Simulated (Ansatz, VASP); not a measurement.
# Ti in VASP and in Ansatz

```
CELL_PARAMETERS angstrom
2.88781 0.00000 0.00000
-1.44391 2.50092 0.00000
0.00000 0.00000 4.62800
ATOMIC_POSITIONS crystal
Ti 0.33333 0.66667 0.25000
Ti 0.66667 0.33333 0.75000
```

Alike in both runs: functional PBEsol; k mesh 6 × 6 × 4; occupations gaussian, width 0.1 eV; no spin polarisation.

Ansatz relaxed the structure, and its values are those at the end. VASP's run is a single point on that final structure, the one shown.

|  | VASP | Ansatz |
| --- | --- | --- |
| version | VASP 6.6.1 | Ansatz 0.2.0 |
| potentials or method | VASP PAW PBE potentials, release 64 (Ti_sv), cutoff 520 eV | scalar-relativistic, plane waves, PAW |
| valence electrons in the cell | 24 | 24 |

Ansatz gave:

- gap on the k mesh at the Fermi level (eV): none
- pressure (GPa): 0.0

**Question.** What did VASP give for the same quantities?

**Answer.** gap on the k mesh at the Fermi level (eV): none; pressure (GPa): -0.3.

VASP's potentials were made for PBE, not for PBEsol. A gap of «none» marks a metal or a gap that the smearing closes.

The k mesh is coarse, so the values compare programs but aren't converged.
